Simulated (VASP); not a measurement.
Wanted: the native input for a VASP 6.6.1 run.

| Quantity | Value |
| --- | --- |
| Task | single point |
| Functional | PBE |
| Potentials or basis | VASP PAW PBE potentials, release 64 (Al, Co) |
| Cutoff | 520 eV |
| k mesh | 6 × 6 × 4 |
| Occupations | gaussian, width 0.1 eV |
| Spin | collinear spin, ferromagnetic start |
| Starting moments | [0.0, 0.0, 3.0, 3.0] μB |
| Dipole correction | no |
| Further INCAR settings | ALGO = Fast; EDIFF = 1e-06; NBANDS = 24 |

The structure of AlCo lies in POSCAR:

```
AlCo
1.0
    3.6751274200      0.0000000000      0.0000000000
   -1.8375637100      3.1827537100      0.0000000000
    0.0000000000      0.0000000000      4.3430052800
Al Co
2 2
Direct
    0.3333333300      0.6666666700      0.2500000000
    0.6666666700      0.3333333300      0.7500000000
    0.0000000000      0.0000000000      0.5000000000
    0.0000000000      0.0000000000      0.0000000000
```

These files were run (other wordings do the same):

INCAR

```
SYSTEM = AlCo
PREC = Accurate ; ENCUT = 520
EDIFF = 1E-6 ; ISMEAR = 0
SIGMA = 0.1 ; LREAL = .False.
LASPH = .True. ; NELM = 150
ALGO = Fast ; ISIF = 2
LWAVE = .False. ; LCHARG = .True.
ISPIN = 2 ; MAGMOM = 0 0 3 3
LORBIT = 11 ; LMAXMIX = 4
GGA = PE ; LELF = .True.
LVHAR = .True. ; NBANDS = 24
```

KPOINTS

```
regular mesh
0
Gamma
  6 6 4
  0 0 0
```

Potentials or basis: VASP PAW PBE potentials, release 64 (Al, Co).

Run with:

```sh
$ cat potpaw_PBE.64/Al/POTCAR potpaw_PBE.64/Co/POTCAR > POTCAR
$ mpirun -np 1 vasp_std > vasp.out
```

It gave:

```json
{
  "Pressure": "20.7 GPa",
  "Net moment": "1.23 μB per cell",
  "Site moments": "Al -0.01; Co +0.66 μB",
  "Valence electrons inside the program's atomic spheres": "Al 0.84; Co 8.70"
}
```

Caveat: the k points lie up to 0.36 Å⁻¹ apart.

It took 30 s on 1 thread of Intel(R) Xeon(R) 6975P-C (Granite Rapids), with other jobs on the host, peak memory 0.19 GiB.
